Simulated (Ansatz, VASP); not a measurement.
Sr in VASP and in Ansatz

INCAR

```
PREC     = Accurate       # precision mode
ENCUT    = 520            # plane-wave cutoff, eV
EDIFF    = 1E-6           # SCF threshold, eV
ISMEAR   = 0              # smearing method
SIGMA    = 0.15           # smearing width, eV
LREAL    = F              # projectors in reciprocal space
LASPH    = T              # aspherical terms in the spheres
NELM     = 100            # most SCF steps
ALGO     = Fast           # electronic algorithm
ISIF     = 2              # what is computed and relaxed
LWAVE    = F              # write WAVECAR
LCHARG   = T              # write CHGCAR
GGA      = PS             # functional
LELF     = T              # ELF
LVHAR    = T            
NBANDS   = 17             # bands
```

The input KPOINTS:

```
regular mesh
0
Gamma
  12 12 8
```

Contents of POSCAR:

```
Sr
1.0
    4.1807002141      0.0000000000      0.0000000000
   -2.0903501071      3.6205925910      0.0000000000
    0.0000000000      0.0000000000      7.0500000000
Sr
2
Direct
    0.3333333333      0.6666666667      0.2500000000
    0.6666666667      0.3333333333      0.7500000000
```

Input for Ansatz:

```yaml
crystal:
  lattice:
    - [4.1807002141, 0.0, 0.0]
    - [-2.0903501071, 3.620592591, 0.0]
    - [0.0, 0.0, 7.05]
  atoms:
    - { symbol: Sr, position: [0.3333333333, 0.6666666667, 0.25] }
    - { symbol: Sr, position: [0.6666666667, 0.3333333333, 0.75] }
basis:
  ecutwfc: 420
kpoints:
  mp_grid: { grid: [12, 12, 8] }
hamiltonian:
  xc: pbesol
scf:
  occupations: { method: gaussian, width: 0.15 }
output:
  forces: true
  stress: true
  eigenvalues: true
```

Change from the starting cell: strain -0.0300 x Voigt [1, 1, 0, 0, 0, 0], atoms carried along.

Alike in both runs: task single point; functional PBEsol; k mesh 12 × 12 × 8; occupations gaussian, width 0.15 eV; no spin polarisation.

|  | VASP | Ansatz |
| --- | --- | --- |
| version | VASP 6.6.1 | Ansatz 0.2.0 |
| potentials or method | VASP PAW PBE potentials, release 64 (Sr_sv), cutoff 520 eV | scalar-relativistic, plane waves, PAW |
| valence electrons in the cell | 20 | 20 |

```csv
,VASP,Ansatz,Ansatz less VASP
gap on the k mesh at the Fermi level (eV),none,none,-
pressure (GPa),-0.2,-0.2,-0.01
"traceless stress, the component that is largest in VASP (GPa)",-0.42,-0.41,+0.002
```

VASP's potentials were made for PBE, not for PBEsol. A gap of «none» marks a metal or a gap that the smearing closes. With one functional, cell and mesh, what is left measures potentials, basis and numerics.
